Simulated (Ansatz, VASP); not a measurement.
# One calculation of AlN, two programs

Contents of INCAR:

```
SYSTEM = AlN
PREC = Accurate
ENCUT = 520
EDIFF = 1E-6
ISMEAR = 0
SIGMA = 0.05
LREAL = .FALSE.
LASPH = .TRUE.
NELM = 80
ALGO = Normal
ISIF = 2
LWAVE = .FALSE.
LCHARG = .FALSE.
NBANDS = 16
```

KPOINTS

```
Automatic mesh
0
G
  9 9 6
  0 0 0
```

Contents of POSCAR:

```
AlN
1.0
    3.0176720870      0.0000000000      0.0000000000
   -1.5088360435      2.6133806877      0.0000000000
    0.0000000000      0.0000000000      5.0526700000
Al N
2 2
Direct
    0.3333333333      0.6666666667      0.0000000000
    0.6666666667      0.3333333333      0.5000000000
    0.3333333333      0.6666666667      0.3850000000
    0.6666666667      0.3333333333      0.8850000000
```

Input for Ansatz:

```yaml
crystal:
  lattice:
    - [3.017672087, 0.0, 0.0]
    - [-1.5088360435, 2.6133806877, 0.0]
    - [0.0, 0.0, 5.05267]
  atoms:
    - { symbol: Al, position: [0.3333333333, 0.6666666667, 0.0] }
    - { symbol: Al, position: [0.6666666667, 0.3333333333, 0.5] }
    - { symbol: "N", position: [0.3333333333, 0.6666666667, 0.385] }
    - { symbol: "N", position: [0.6666666667, 0.3333333333, 0.885] }
basis:
  ecutwfc: 420
kpoints:
  mp_grid: { grid: [9, 9, 6] }
hamiltonian:
  xc: lda
scf:
  occupations: { method: gaussian, width: 0.05 }
output:
  forces: true
  stress: true
  eigenvalues: true
```

Change from the starting cell: strain -0.030 along x and y, +0.015 along z, atoms carried along.

Alike in both runs: task single point; functional LDA; k mesh 9 × 9 × 6; occupations gaussian, width 0.05 eV; no spin polarisation.

|  | VASP | Ansatz |
| --- | --- | --- |
| version | VASP 6.6.1 | Ansatz 0.2.0 |
| potentials or method | VASP PAW LDA potentials, release 64 (Al, N), cutoff 520 eV | scalar-relativistic, plane waves, PAW |
| valence electrons in the cell | 16 | 16 |

|  | VASP | Ansatz | Ansatz less VASP |
| --- | --- | --- | --- |
| gap on the k mesh at the Fermi level (eV) | 4.69 | 4.68 | -0.009 |
| least direct gap on the mesh (eV) | 4.69 | 4.68 | -0.009 |
| pressure (GPa) | 7.5 | 6.8 | -0.75 |
| traceless stress, the component that is largest in VASP (GPa) | -14.88 | -14.55 | +0.336 |
| rms of the force components (eV/Å) | 0.409 | 0.396 | -0.0136 |

LDA's correlation is that of Perdew and Zunger in VASP and of Perdew and Wang (1992) in Ansatz. Atom by atom the forces differ by 0.014 eV/Å (rms over components).
